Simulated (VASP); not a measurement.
# CoO (R-3m) in VASP: a series of runs, part 2 of 2

VASP 6.6.1.

## (3) Relaxation of cell and atoms, PBEsol, collinear spin, ferromagnetic start

Contents of INCAR:

```
ALGO = Normal ; EDIFF = 1E-7
EDIFFG = -0.05 ; ENCUT = 600
GGA = PS ; IBRION = 2
ISIF = 3 ; ISMEAR = 0
ISPIN = 2 ; LASPH = T
LCHARG = F ; LMAXMIX = 4
LORBIT = 11 ; LREAL = F
LWAVE = F ; MAGMOM = 2.64 0.33
NELM = 150 ; NSW = 100
PREC = Accurate ; SIGMA = 0.1
```

Contents of KPOINTS:

```
k-points
0
Gamma
  12 12 12
```

Contents of POSCAR:

```
CoO
1.0
    1.5054695445      0.8691832468      2.4399269062
   -1.5054695445      0.8691832468      2.4399269062
    0.0000000000     -1.7383664936      2.4399269062
Co O
1 1
Direct
    0.0000000000      0.0000000000      0.0000000000
    0.5000000000      0.5000000000      0.5000000000
```

Potentials or basis: VASP PAW PBE potentials, release 64 (Co, O).

Started as:

```bash
> cat potpaw_PBE.64/Co/POTCAR potpaw_PBE.64/O/POTCAR > POTCAR
> mpirun -np 1 vasp_std > vasp.out
```

OUTCAR:

```text
EDIFF = 1E-7
   EDIFFG = -0.05
   ENCUT = 600
   GGA = PS
   IBRION = 2
   ISIF = 3
   ISMEAR = 0
   ISPIN = 2
   LASPH = T
   LORBIT = 11
   LREAL = F
   NELM = 150
   NSW = 100
   PREC = Accurate

 ion  position               nearest neighbor table
   1  0.000  0.000  0.000-   2 2.12   2 2.12   2 2.12   2 2.12   2 2.12   2 2.12
   2  0.500  0.500  0.500-   1 2.12   1 2.12   1 2.12   1 2.12   1 2.12   1 2.12

  LATTYP: Found a trigonal (rhomboedric) cell.
 ALAT       =     2.9958573687
 COS(alpha) =     0.4949531368

  Lattice vectors:

 A1 = (   1.5054695445,   0.8691832468,   2.4399269062)
 A2 = (  -1.5054695445,   0.8691832468,   2.4399269062)
 A3 = (   0.0000000000,  -1.7383664936,   2.4399269062)

Analysis of symmetry for initial positions (statically):
=====================================================================
 Subroutine PRICEL returns:
[... 625 lines left out ...]
      2       0.4013      1.00000
      3       2.2843      1.00000
      4       2.4895      1.00000
      5       6.4637      1.00000
      6       6.6291      1.00000
      7       7.0782      1.00000
      8       8.1737      1.00000
      9       8.9377      0.23293
     10      15.4207      0.00000
     11      18.4096      0.00000
     12      20.7825      0.00000

 [... further k-points ...]

 spin component 2

 k-point     1 :       0.0000    0.0000    0.0000
  band No.  band energies     occupation
      1     -11.6201      1.00000
      2       5.7907      1.00000
      3       5.7907      1.00000
      4       5.8549      1.00000
      5       7.5838      1.00000
      6       7.5838      1.00000
      7       7.6228      1.00000
      8       8.5992      0.99998
      9       8.5992      0.99998
     10      10.6331      0.00000
     11      25.6310      0.00000
     12      27.8561      0.00000
[... 374 lines left out ...]
  FREE ENERGIE OF THE ION-ELECTRON SYSTEM (eV)
  ---------------------------------------------------
  free  energy   TOTEN  =       -14.0028497152 eV

  energy  without entropy=      -13.9811948934  energy(sigma->0) =      -13.99202230

 reached required accuracy - stopping structural energy minimisation

 total charge

# of ion       s       p       d       tot
------------------------------------------
    1        0.317   0.410   7.221   7.948
    2        1.549   3.428   0.000   4.976
--------------------------------------------------
tot          1.865   3.838   7.221  12.924

 magnetization (x)

# of ion       s       p       d       tot
------------------------------------------
    1        0.021   0.019   2.318   2.358
    2        0.031   0.222   0.000   0.253
--------------------------------------------------
tot          0.051   0.241   2.318   2.610
```

CONTCAR:

```text
CoO
   1.00000000000000
     1.4741044634237919    0.8510746087958629    2.3870739965803294
    -1.4741044634237919    0.8510746087958629    2.3870739965803294
    -0.0000000000000000   -1.7021492175917259    2.3870739965803294
  Co              O
     1     1
Direct
     0.0000000000000000    0.0000000000000000    0.0000000000000000
     0.5000000000000000    0.5000000000000000    0.5000000000000000

  0.00000000E+00  0.00000000E+00  0.00000000E+00
  0.00000000E+00  0.00000000E+00  0.00000000E+00
```

Wall time 7.3 min (1 thread of AMD EPYC 7R13, shared host); peak memory 0.2 GiB.

What came out:

```
Free energy                                           : -14.0028 eV
Relaxed volume                                        : 8.98 Å³/atom
Relaxed cell                                          : a = 2.932 Å, b = 2.932 Å, c = 2.932 Å, α = 60.37°, β = 60.37°, γ = 60.37°
Space group after relaxing (to 0.1 Å)                 : Fm-3m (No. 225)
Energy gained by relaxing                             : 18.0 meV/atom
Ionic steps                                           : 3
Pressure after relaxing                               : -0.1 GPa
Net moment                                            : 2.65 μB per cell
Site moments                                          : Co +2.36; O +0.25 μB
Valence electrons inside the program's atomic spheres : Co 7.95; O 4.98
```

The path:
| step | energy change (eV) | largest force (eV/Å) | pressure (GPa) | volume (Å³) |
| --- | --- | --- | --- | --- |
| 1 | 0.0000 | 0.0000 | -9.72 | 19.16 |
| 2 | -0.0325 | 0.0000 | 3.28 | 17.59 |
| 3 | -0.0360 | 0.0000 | -0.13 | 17.97 |

Final structure:
```xyz
2
Lattice="1.4741 0.8511 2.3871 -1.4741 0.8511 2.3871 0.0000 -1.7021 2.3871" Properties=species:S:1:pos:R:3 pbc="T T T"
Co    0.0000    0.0000    0.0000
O     0.0000    0.0000    3.5806
```

Levels at points of the mesh, in eV from the Fermi level:
Spin up:
| k point | band 6 | band 7 | band 8 | band 9 | band 10 | band 11 | band 12 |
| --- | --- | --- | --- | --- | --- | --- | --- |
| (0.00, 0.00, 0.00) | -3.22 | -3.14 | -3.14 | -3.10 | 1.25 | 16.78 | 18.43 |
| (0.50, 0.00, 0.00) | -2.24 | -1.71 | 0.31 | 0.33 | 5.02 | 9.84 | 13.70 |
| (0.50, 0.50, 0.00) | -2.80 | -2.15 | -1.94 | -1.93 | 6.21 | 10.07 | 11.84 |
| (0.50, 0.50, 0.50) | -2.25 | -1.67 | 0.34 | 0.34 | 4.95 | 9.97 | 13.59 |
Spin down:
| k point | band 4 | band 5 | band 6 | band 7 | band 8 | band 9 |
| --- | --- | --- | --- | --- | --- | --- |
| (0.00, 0.00, 0.00) | -3.03 | -1.30 | -1.30 | -1.26 | -0.29 | -0.29 |
| (0.50, 0.00, 0.00) | -5.30 | -0.19 | -0.16 | 0.16 | 2.66 | 2.67 |
| (0.50, 0.50, 0.00) | -4.39 | -2.61 | 0.14 | 0.14 | 0.25 | 0.86 |
| (0.50, 0.50, 0.50) | -5.38 | -0.15 | -0.15 | 0.18 | 2.68 | 2.68 |

Caveat: the PAW data sets were made with another functional, which shifts forces and pressure a little; a cell with one magnetic atom can't hold antiferromagnetic order, which such compounds often take; semilocal functionals often make such compounds metallic where correlation or magnetic order opens a gap, which also shifts bond lengths. With open d or f shells a metallic result of PBEsol can be an artefact of self-interaction; +U or a hybrid may open a gap.
